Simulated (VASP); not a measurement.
Set up this calculation in VASP 6.6.1, as the native input.

- Task: single point
- Functional: PBE
- Dispersion: D3(BJ)
- Potentials or basis: VASP PAW PBE potentials, release 64 (Te, Mo_sv)
- Cutoff: 520 eV
- k mesh: 9 × 9 × 1
- Occupations: gaussian, width 0.02 eV
- Spin: no spin polarisation
- Dipole correction: yes
- Further INCAR settings: ALGO = Normal; EDIFF = 1e-06; NBANDS = 20

The structure of Te2Mo lies in POSCAR:

```
Te2Mo
1.0
    3.4100000000      0.0000000000      0.0000000000
   -1.7050000000      2.9531466269      0.0000000000
    0.0000000000      0.0000000000     33.2698832047
Te Mo
2 1
Direct
    0.3333333333      0.6666666667      0.4453860421
    0.3333333333      0.6666666667      0.5546139579
    0.6666666667      0.3333333333      0.5000000000
```

These files were run (other wordings do the same):

INCAR

```
SYSTEM = Te2Mo
PREC = Accurate ; ENCUT = 520
EDIFF = 1E-6 ; ISMEAR = 0
SIGMA = 0.02 ; LREAL = .FALSE.
LASPH = .TRUE. ; NELM = 60
ALGO = Normal ; ISIF = 2
LWAVE = .FALSE. ; LCHARG = .FALSE.
LDIPOL = .TRUE. ; IDIPOL = 3
DIPOL = 0.5 0.5 0.500 ; GGA = PE
IVDW = 12 ; NBANDS = 20
```

KPOINTS

```
Automatic mesh
0
G
  9 9 1
  0 0 0
```

Potentials or basis: VASP PAW PBE potentials, release 64 (Te, Mo_sv).

Run with:

```bash
$ cat potpaw_PBE.64/Te/POTCAR potpaw_PBE.64/Mo_sv/POTCAR > POTCAR
$ mpirun -np 1 vasp_std > vasp.out
```

Results of the run:

- Largest force: 0.550 eV/Å
- Band gap on the k mesh: 1.31 eV, indirect (least direct gap 1.40 eV)
- Dispersion energy per atom: -0.423 eV

Caveat: spin-orbit coupling is left out, which moves the levels of the heavy elements.

Run time: 100 s on 1 thread of Intel(R) Xeon(R) 6975P-C (Granite Rapids) (shared host), peak memory 0.47 GiB.
